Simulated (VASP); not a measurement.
# HfO2 (Fm-3m) in VASP: a series of runs

Aim: see how the results for HfO2 move with the level of theory and the settings. Levels: PBE, PBE-based global hybrid. Tasks: single point.

Everything below comes from runs of VASP 6.6.1. Logs are shortened: lines on timing, memory, paths and dates and some standing lists are left out, and cuts for length are marked.

### 1 The cell of the first run

It takes space group Fm-3m (No. 225, cubic). The conventional cell has a = 5.058 Å, b = 5.058 Å, c = 5.058 Å, α = 90.00°, β = 90.00°, γ = 90.00°. Hf (site symmetry m-3m) has 8 O at 2.19 Å within 2.9 Å. O (site symmetry -43m) has 4 Hf at 2.19 Å and 6 O at 2.53 Å within 2.9 Å.

### 2 Single point, PBE

Contents of INCAR:

```
SYSTEM = HfO2
PREC = Accurate
ENCUT = 600
EDIFF = 1E-6
ISMEAR = 0
SIGMA = 0.2
LREAL = .FALSE.
LASPH = .TRUE.
NELM = 120
ALGO = Normal
ISIF = 2
LWAVE = .FALSE.
LCHARG = .FALSE.
GGA = PE
NBANDS = 18
GGA_COMPAT = .FALSE.
```

Contents of KPOINTS:

```
Automatic mesh
0
G
  6 6 6
  0 0 0
```

Contents of POSCAR:

```
HfO2
1.0
    0.0000000000      2.5291823194      2.5291823194
    2.5291823194      0.0000000000      2.5291823194
    2.5291823194      2.5291823194      0.0000000000
Hf O
1 2
Direct
    0.0000000000      0.0000000000      0.0000000000
    0.2500000000      0.2500000000      0.2500000000
    0.7500000000      0.7500000000      0.7500000000
```

Potentials or basis: VASP PAW PBE potentials, release 64 (Hf_pv, O).

Run with:

```console
$ cat potpaw_PBE.64/Hf_pv/POTCAR potpaw_PBE.64/O/POTCAR > POTCAR
$ mpirun -np 1 vasp_std > vasp.out
```

OUTCAR:

```text
SYSTEM = HfO2
   PREC = Accurate
   ENCUT = 600
   EDIFF = 1E-6
   ISMEAR = 0
   LREAL = .FALSE.
   LASPH = .TRUE.
   NELM = 120
   ISIF = 2
   GGA = PE

 ion  position               nearest neighbor table
   1  0.000  0.000  0.000-   3 2.19   3 2.19   3 2.19   2 2.19   2 2.19   2 2.19   3 2.19   2 2.19

   2  0.250  0.250  0.250-   1 2.19   1 2.19   1 2.19   1 2.19
   3  0.750  0.750  0.750-   1 2.19   1 2.19   1 2.19   1 2.19

  LATTYP: Found a face centered cubic cell.
 ALAT       =     5.0583646388

  Lattice vectors:

 A1 = (   0.0000000000,   2.5291823194,   2.5291823194)
 A2 = (   2.5291823194,   0.0000000000,   2.5291823194)
 A3 = (   2.5291823194,   2.5291823194,   0.0000000000)

Analysis of symmetry for initial positions (statically):
=====================================================================
 Subroutine PRICEL returns:
 Original cell was already a primitive cell.

 Routine SETGRP: Setting up the symmetry group for a
 face centered cubic supercell.

 Subroutine GETGRP returns: Found 48 space group operations
 (whereof 48 operations were pure point group operations)
 out of a pool of 48 trial point group operations.

The static configuration has the point symmetry O_h .

Analysis of symmetry for dynamics (positions and initial velocities):
=====================================================================
 Subroutine PRICEL returns:
 Original cell was already a primitive cell.

 Routine SETGRP: Setting up the symmetry group for a
 face centered cubic supercell.

 Subroutine GETGRP returns: Found 48 space group operations
 (whereof 48 operations were pure point group operations)
 out of a pool of 48 trial point group operations.

The dynamic configuration has the point symmetry O_h .

 Subroutine INISYM returns: Found 48 space group operations
 (whereof 48 operations are pure point group operations),
 and found     1 'primitive' translations

----------------------------------------------------------------------------------------

                                     Primitive cell

  volume of cell :      32.3572

  direct lattice vectors                    reciprocal lattice vectors
     0.000000000  2.529182319  2.529182319    -0.197692351  0.197692351  0.197692351
     2.529182319  0.000000000  2.529182319     0.197692351 -0.197692351  0.197692351
     2.529182319  2.529182319  0.000000000     0.197692351  0.197692351 -0.197692351

  length of vectors
     3.576803938  3.576803938  3.576803938     0.342413197  0.342413197  0.342413197

  position of ions in fractional coordinates (direct lattice)
     0.000000000  0.000000000  0.000000000
     0.250000000  0.250000000  0.250000000
     0.750000000  0.750000000  0.750000000

  ion indices of the primitive-cell ions
   primitive index   ion index
                 1           1
                 2           2
                 3           3

----------------------------------------------------------------------------------------

 KPOINTS: Automatic mesh

Automatic generation of k-mesh.
 Grid dimensions read from file:
 generate k-points for:    6    6    6

 Generating k-lattice:

  Cartesian coordinates                     Fractional coordinates (reciprocal lattice)
    -0.032948725  0.032948725  0.032948725     0.166666667  0.000000000  0.000000000
     0.032948725 -0.032948725  0.032948725     0.000000000  0.166666667  0.000000000
     0.032948725  0.032948725 -0.032948725     0.000000000  0.000000000  0.166666667

  Length of vectors
     0.057068866  0.057068866  0.057068866

  Shift w.r.t. Gamma in fractional coordinates (k-lattice)
     0.000000000  0.000000000  0.000000000

 Subroutine IBZKPT returns following result:
 ===========================================

 Found     16 irreducible k-points:

 Following reciprocal coordinates:
            Coordinates               Weight
  0.000000  0.000000  0.000000      1.000000
  0.166667  0.000000  0.000000      8.000000
  0.333333  0.000000  0.000000      8.000000
  0.500000  0.000000  0.000000      4.000000
  0.166667  0.166667  0.000000      6.000000
  0.333333  0.166667  0.000000     24.000000
[... 8 lines left out ...]
 -0.333333  0.333333  0.166667     24.000000
 -0.333333  0.500000  0.166667     12.000000
   k-points           NKPTS =     16   k-points in BZ     NKDIM =     16   number of bands    NBANDS=     18
   number of dos      NEDOS =    301   number of ions     NIONS =      3
   total plane-waves  NPLWV =  27000
   dimension x,y,z NGX =    30 NGY =   30 NGZ =   30
   dimension x,y,z NGXF=    60 NGYF=   60 NGZF=   60
   ions per type =               1   2
   NGX,Y,Z   is equivalent  to a cutoff of  13.94, 13.94, 13.94 a.u.
   NGXF,Y,Z  is equivalent  to a cutoff of  27.89, 27.89, 27.89 a.u.
 SYSTEM =  HfO2
   PREC   = accura    normal or accurate (medium, high low for compatibility)
   ISTART =      0    job   : 0-new  1-cont  2-samecut
   ICHARG =      2    charge: 1-file 2-atom 10-const
   ISPIN  =      1    spin polarized calculation?
   LNONCOLLINEAR =      F non collinear calculations
   LSORBIT =      F    spin-orbit coupling
   LASPH  =      T    aspherical Exc in radial PAW
   ENCUT  =  600.0 eV  44.10 Ry    6.64 a.u.   7.14  7.14  7.14*2*pi/ulx,y,z
   NELM   =    120;   NELMIN=  2; NELMDL= -5     # of ELM steps
   EDIFF  = 0.1E-05   stopping-criterion for ELM
   LREAL  =      F    real-space projection
   EDIFFG = 0.1E-04   stopping-criterion for IOM
   NSW    =      0    number of steps for IOM
   IBRION =     -1    ionic relax: 0-MD 1-quasi-New 2-CG
   NFREE  =      0    steps in history (QN), initial steepest desc. (CG)
   ISIF   =      2    stress and relaxation
   ISYM   =      2    0-nonsym 1-usesym 2-fastsym
   POTIM  = 0.5000    time-step for ionic-motion
   TEBEG  =    0.0;   TEEND  =   0.0 temperature during run
   PSTRESS=    0.0 pullay stress
   NELECT =      22.0000    total number of electrons
   NUPDOWN=      -1.0000    fix difference up-down
   EMIN   =  10.00;   EMAX   =-10.00  energy-range for DOS
   EFERMI =   0.00;   METHOD = LEGACY
   ISMEAR =     0;   SIGMA  =   0.20  broadening in eV -4-tet -1-fermi 0-gaus
   EFERMI_NEDOS =   21; number of points for ismear=-14 and -15
   IALGO  =     38    algorithm
   IMIX   =      4    mixing-type and parameters
     AMIX     =   0.40;   BMIX     =  1.00
     AMIX_MAG =   1.60;   BMIX_MAG =  1.00
  volume/ion in A,a.u.               =      10.79        72.79
  Fermi-wavevector in a.u.,A,eV,Ry     =   1.439546  2.720348 28.195259  2.072293
  Thomas-Fermi vector in A             =   2.558390
   LORBIT       =      0    0 simple, 1 ext, 2 COOP (PROOUT), +10 PAW based schemes
   GGA     = PE    functional components
   LHFCALC =     F    Hartree Fock is set to
   AEXX    =    0.0000 exact exchange contribution
   IVDW    =     0    specifies the selected vdW correction
   LEPSILON=     F    determine dielectric tensor
   LRPA    =     F    only Hartree local field effects (RPA)
 non-spin polarized calculation
 Gauss-broadening in eV      SIGMA  =   0.20
  energy-cutoff  :      600.00
  volume of cell :       32.36
 maximum number of plane-waves:      1106
 NGX is ok and might be reduce to    30
   NGX = 15   NGY = 15   NGZ = 15

 number of electron      21.9999998 magnetization

 Free energy of the ion-electron system (eV)
  ---------------------------------------------------
  ext. energy  EPLUGINS =         0.00000000
  ---------------------------------------------------
  free energy    TOTEN  =       -30.25146044 eV

  energy without entropy =      -30.25146044  energy(sigma->0) =      -30.25146044

 E-fermi :   5.1974     XC(G=0): -11.8753

 val. band max:        4.3359890894   @ k =   0.5000   0.5000   0.0000
 cond. band min:       8.1578694885   @ k =   0.5000   0.5000   0.0000
 fundamental gap:      3.8218803991
 Fermi energy:         5.1974414337

 k-point     1 :       0.0000    0.0000    0.0000
  band No.  band energies     occupation
      1     -25.3179      2.00000
      2     -25.3179      2.00000
      3     -25.3179      2.00000
      4     -14.4382      2.00000
      5     -11.3716      2.00000
      6      -1.0484      2.00000
[... 10 lines left out ...]
     17      14.8458      0.00000
     18      17.9123      0.00000

 k-point     2 :       0.1667    0.0000    0.0000
  band No.  band energies     occupation
      1     -25.4361      2.00000
      2     -25.3308      2.00000
      3     -25.3308      2.00000
      4     -14.0776      2.00000
      5     -11.6559      2.00000
      6      -0.7877      2.00000
[... 10 lines left out ...]
     17      14.4129      0.00000
     18      17.7190      0.00000

 k-point     3 :       0.3333    0.0000    0.0000
  band No.  band energies     occupation
      1     -25.6588      2.00000
      2     -25.3565      2.00000
      3     -25.3565      2.00000
      4     -13.4106      2.00000
      5     -12.0498      2.00000
      6      -0.2560      2.00000
[... 10 lines left out ...]
     17      13.9794      0.00000
     18      16.6069      0.00000

 k-point     4 :       0.5000    0.0000    0.0000
  band No.  band energies     occupation
      1     -25.7641      2.00000
      2     -25.3692      2.00000
      3     -25.3692      2.00000
      4     -13.1948      2.00000
      5     -12.0708      2.00000
      6      -0.0048      2.00000
[... 10 lines left out ...]
     17      13.7925      0.00000
     18      16.9896      0.00000

 k-point     5 :       0.1667    0.1667    0.0000
  band No.  band energies     occupation
      1     -25.4456      2.00000
      2     -25.3498      2.00000
      3     -25.3498      2.00000
      4     -13.9445      2.00000
      5     -11.7546      2.00000
      6      -0.7422      2.00000
[... 10 lines left out ...]
     17      14.2426      0.00000
     18      17.7100      0.00000

 k-point     6 :       0.3333    0.1667    0.0000
  band No.  band energies     occupation
      1     -25.6069      2.00000
      2     -25.3892      2.00000
      3     -25.3785      2.00000
      4     -13.3259      2.00000
      5     -12.1311      2.00000
      6      -0.3456      2.00000
[... 10 lines left out ...]
     17      14.1911      0.00000
     18      17.4783      0.00000

 k-point     7 :       0.5000    0.1667    0.0000
  band No.  band energies     occupation
      1     -25.7211      2.00000
      2     -25.4426      2.00000
      3     -25.3882      2.00000
      4     -12.9701      2.00000
      5     -12.2099      2.00000
      6      -0.4375      2.00000
[... 10 lines left out ...]
     17      14.8363      0.00000
     18      17.2700      0.00000

 k-point     8 :      -0.3333    0.1667    0.0000
  band No.  band energies     occupation
      1     -25.6845      2.00000
      2     -25.4548      2.00000
      3     -25.3694      2.00000
      4     -13.0384      2.00000
      5     -12.2167      2.00000
      6      -0.5250      2.00000
[... 10 lines left out ...]
     17      14.9327      0.00000
     18      17.1438      0.00000

 k-point     9 :      -0.1667    0.1667    0.0000
  band No.  band energies     occupation
      1     -25.5471      2.00000
      2     -25.3964      2.00000
      3     -25.3406      2.00000
      4     -13.5856      2.00000
      5     -11.9807      2.00000
      6      -0.6762      2.00000
[... 10 lines left out ...]
     17      14.1994      0.00000
     18      17.5078      0.00000

 k-point    10 :       0.3333    0.3333    0.0000
  band No.  band energies     occupation
      1     -25.6810      2.00000
      2     -25.4132      2.00000
      3     -25.4132      2.00000
      4     -12.8602      2.00000
      5     -12.3978      2.00000
      6      -1.0099      2.00000
[... 10 lines left out ...]
     17      14.0100      0.00000
     18      17.8336      0.00000

 k-point    11 :       0.5000    0.3333    0.0000
  band No.  band energies     occupation
      1     -25.7300      2.00000
      2     -25.4843      2.00000
      3     -25.4259      2.00000
      4     -12.5997      2.00000
      5     -12.4059      2.00000
      6      -1.5820      2.00000
[... 10 lines left out ...]
     17      16.1672      0.00000
     18      17.8341      0.00000

 k-point    12 :      -0.3333    0.3333    0.0000
  band No.  band energies     occupation
      1     -25.6349      2.00000
      2     -25.6051      2.00000
      3     -25.4041      2.00000
      4     -12.6456      2.00000
      5     -12.3548      2.00000
      6      -1.1046      2.00000
[... 10 lines left out ...]
     17      16.3879      0.00000
     18      17.7635      0.00000

 k-point    13 :       0.5000    0.5000    0.0000
  band No.  band energies     occupation
      1     -25.7900      2.00000
      2     -25.4447      2.00000
      3     -25.4447      2.00000
      4     -12.6762      2.00000
      5     -12.2389      2.00000
      6      -2.1760      2.00000
[... 10 lines left out ...]
     17      17.6576      0.00000
     18      17.8182      0.00000

 k-point    14 :       0.5000    0.3333    0.1667
  band No.  band energies     occupation
      1     -25.6669      2.00000
      2     -25.4884      2.00000
      3     -25.3994      2.00000
      4     -12.7934      2.00000
      5     -12.3818      2.00000
      6      -0.6660      2.00000
[... 10 lines left out ...]
     17      15.3335      0.00000
     18      17.7585      0.00000

 k-point    15 :      -0.3333    0.3333    0.1667
  band No.  band energies     occupation
      1     -25.6665      2.00000
      2     -25.5598      2.00000
      3     -25.4179      2.00000
      4     -12.6420      2.00000
      5     -12.3587      2.00000
      6      -0.6552      2.00000
[... 10 lines left out ...]
     17      16.2108      0.00000
     18      17.7377      0.00000

 k-point    16 :      -0.3333    0.5000    0.1667
  band No.  band energies     occupation
      1     -25.7064      2.00000
      2     -25.5338      2.00000
      3     -25.4463      2.00000
      4     -12.5623      2.00000
      5     -12.3438      2.00000
      6      -1.5654      2.00000
[... 10 lines left out ...]
     17      17.4865      0.00000
     18      17.8365      0.00000

------------------------ aborting loop because EDIFF is reached ----------------------------------------

  FORCE on cell =-STRESS in cart. coord.  units (eV):
  Direction    XX          YY          ZZ          XY          YZ          ZX
  --------------------------------------------------------------------------------------
  -------------------------------------------------------------------------------------
  Total        0.3821389      0.3821389      0.3821389      0.0000000      0.0000000      0.0000000
  in kB       18.9217575     18.9217575     18.9217575      0.0000000      0.0000000      0.0000000
  external PRESSURE =      18.9217575 kB  Pullay stress =       0.0000000 kB

 VOLUME and BASIS-vectors are now :
 -----------------------------------------------------------------------------
  energy-cutoff  :      600.00
  volume of cell :       32.36
      direct lattice vectors                 reciprocal lattice vectors
     0.000000000  2.529182319  2.529182319    -0.197692351  0.197692351  0.197692351
     2.529182319  0.000000000  2.529182319     0.197692351 -0.197692351  0.197692351
     2.529182319  2.529182319  0.000000000     0.197692351  0.197692351 -0.197692351

 POSITION                                       TOTAL-FORCE (eV/Angst)
 -----------------------------------------------------------------------------------
      0.00000      0.00000      0.00000         0.000000      0.000000      0.000000
      1.26459      1.26459      1.26459         0.000000      0.000000      0.000000
      3.79377      3.79377      3.79377        -0.000000     -0.000000     -0.000000
 -----------------------------------------------------------------------------------
    total drift:                                0.000000     -0.000000      0.000000

  FREE ENERGIE OF THE ION-ELECTRON SYSTEM (eV)
  ---------------------------------------------------
  free  energy   TOTEN  =       -30.2514604379 eV

  energy  without entropy=      -30.2514604379  energy(sigma->0) =      -30.25146044
```

Wall time 27 s (1 thread of Intel Xeon 8259CL, shared host); peak memory 0.17 GiB.

Results:

```
Free energy            : -30.2515 eV
Pressure               : 1.9 GPa
Band gap on the k mesh : 3.82 eV, direct
```

Levels at points of the mesh, in eV from the valence-band top:
```tsv
k point	band 8	band 9	band 10	band 11	band 12	band 13	band 14	band 15
(0.00, 0.00, 0.00)	-5.38	-0.61	-0.61	-0.61	3.90	3.90	5.89	10.51
(0.50, 0.00, 0.00)	-3.05	-2.74	-1.84	-1.84	4.64	4.64	7.05	9.09
(0.50, 0.50, 0.00)	-3.48	-1.54	-1.54	0.00	3.82	5.54	6.70	8.22
```

Caveat: spin-orbit coupling is left out, which moves the levels of the heavy elements.

(Part 1 of 3 ends here.)
